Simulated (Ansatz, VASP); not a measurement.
**One calculation of TiS2, two programs**

The input INCAR:

```
SYSTEM = TiS2
PREC = Accurate
ENCUT = 500
EDIFF = 1E-6
ISMEAR = 0
SIGMA = 0.01
LREAL = .False.
LASPH = .True.
NELM = 200
ALGO = Normal
ISIF = 2
LWAVE = .False.
LCHARG = .False.
LMAXMIX = 4
LDAU = .True.
LDAUTYPE = 2
LDAUL = 2 -1
LDAUU = 2 0
LDAUJ = 0 0
LDAUPRINT = 1
GGA = PE
NBANDS = 19
GGA_COMPAT = .False.
```

Contents of KPOINTS:

```
regular mesh
0
Gamma
  12 12 4
  0 0 0
```

POSCAR

```
TiS2
1.0
    3.4120000000      0.0000000000      0.0000000000
   -1.7060000000      2.9548786777      0.0000000000
    0.0000000000      0.0000000000      5.6950000000
Ti S
1 2
Direct
    0.0000000000      0.0000000000      0.0000000000
    0.3333333333      0.6666666667      0.2500000000
    0.6666666667      0.3333333333      0.7500000000
```

Input for Ansatz:

```yaml
crystal:
  lattice:
    a: 3.412
    b: 3.412
    c: 5.695
    alpha: 90.0
    beta: 90.0
    gamma: 120.0
  space_group: 164
  atoms:
    - { symbol: Ti, position: [0.0, 0.0, 0.0] }
    - { symbol: S, position: [0.3333333333333333, 0.6666666666666666, 0.25] }
basis:
  ecutwfc: 435.382179935808
kpoints:
  mp_grid:
    grid: [12, 12, 4]
hamiltonian:
  xc: pbe
  hubbard:
    - { species: Ti, l: d, u_eff: 2.0 }
scf:
  occupations:
    method: fixed
output:
  eigenvalues: true
```

Alike in both runs: task single point; functional PBE; k mesh 12 × 12 × 4; no spin polarisation; Hubbard terms Ti d U = 2.0 eV.

|  | VASP | Ansatz |
| --- | --- | --- |
| version | VASP 6.6.1 | Ansatz 0.2.0 |
| potentials or method | VASP PAW PBE potentials, release 64 (Ti_sv, S), cutoff 500 eV | plane waves, PAW |
| occupations | gaussian, width 0.01 eV | fixed |
| valence electrons in the cell | 24 | 24 |

```tsv
	VASP	Ansatz	Ansatz less VASP
gap on the k mesh at the Fermi level (eV)	0.06	0.13	+0.073
```

The programs project onto different local orbitals, so the same U acts differently, and such runs can settle in different states. Ansatz's warnings: metallic iterate.
